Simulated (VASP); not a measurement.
A run of VASP 6.6.1 is set up as follows.

INCAR

```
PREC = Accurate
ENCUT = 520
EDIFF = 1E-6
ISMEAR = 1
SIGMA = 0.1
LREAL = Auto
LASPH = True
NELM = 120
ALGO = Normal
ISIF = 2
LWAVE = False
LCHARG = False
GGA = PS
NBANDS = 171
GGA_COMPAT = False
```

KPOINTS

```
Automatic mesh
0
Gamma
  2 2 3
```

The input POSCAR:

```
Ta18N18O
1.0
    7.7675072900      4.4845723700      0.0000000000
   -7.7675072400      4.4845724600      0.0000000000
    0.0000000000      0.0000000000      5.7917586500
Ta N O
18 18 1
Direct
    0.0039014225      0.0073557365     -0.0079088662
    0.3337908090      0.6671329093     -0.0005065338
    0.6653541876      0.3302651190     -0.0014061512
    0.0025286225      0.6623505546      0.2497307614
    0.3330664145      0.3337005075      0.2497333851
    0.6666670259     -0.0009574523      0.2497334684
    0.0010812599      0.3337023247      0.2497310129
    0.3328206731     -0.0009592567      0.2497339727
    0.6602702481      0.6623534580      0.2497344114
    0.0039004300      0.0073547892      0.5073748852
    0.3337903354      0.6671336260      0.4999705333
    0.6653564959      0.3302639947      0.5008709800
   -0.0001524687      0.6665217958      0.7497311554
    0.3336104259      0.3334994413      0.7497329918
    0.6658414186      0.0011685848      0.7497323135
    0.0003357577      0.3335003914      0.7497315419
    0.3357755390      0.0011674586      0.7497347579
    0.6671226075      0.6665204203      0.7497333654
    0.1370298929      0.8711051718     -0.0077295133
    0.4644654285      0.5353209645     -0.0016895055
    0.7989464136      0.2018609497      0.0000188809
    0.0713049078      0.5353227995     -0.0016940617
    0.4033568737      0.2018597910      0.0000199792
    0.7345249665      0.8711060587     -0.0077314196
    0.1338365415      0.2672262934     -0.0004446777
    0.4650518195      0.9296554071      0.0010484633
    0.7946451523      0.5888439226     -0.0026432728
    0.1370300594      0.8711067387      0.5071982324
    0.4644658918      0.5353218615      0.5011564579
    0.7989483825      0.2018600435      0.4994474899
    0.0713046006      0.5353217444      0.5011545085
    0.4033581256      0.2018588138      0.4994488972
    0.7345232174      0.8711038594      0.5071910691
    0.1338353927      0.2672259836      0.4999069299
    0.4650527109      0.9296565952      0.4984168538
    0.7946461185      0.5888430538      0.5021095015
   -0.0830766023     -0.1666014917      0.2497333645
```

Potentials or basis: VASP PAW PBE potentials, release 64 (Ta_pv, N, O).

Launch:

```sh
$ cat potpaw_PBE.64/Ta_pv/POTCAR potpaw_PBE.64/N/POTCAR potpaw_PBE.64/O/POTCAR > POTCAR
$ mpirun -np 1 vasp_std > vasp.out
```

(1) Estimate the pressure.

(2) Estimate the band gap on the k mesh.

(3) Estimate the largest force.

## Answers

(1) 5.6 GPa.

(2) 0.21 eV.

(3) 0.070 eV/Å.

Caveat: the PAW data sets were made with another functional, which shifts forces and pressure a little; spin-orbit coupling is left out, which moves the levels of the heavy elements.
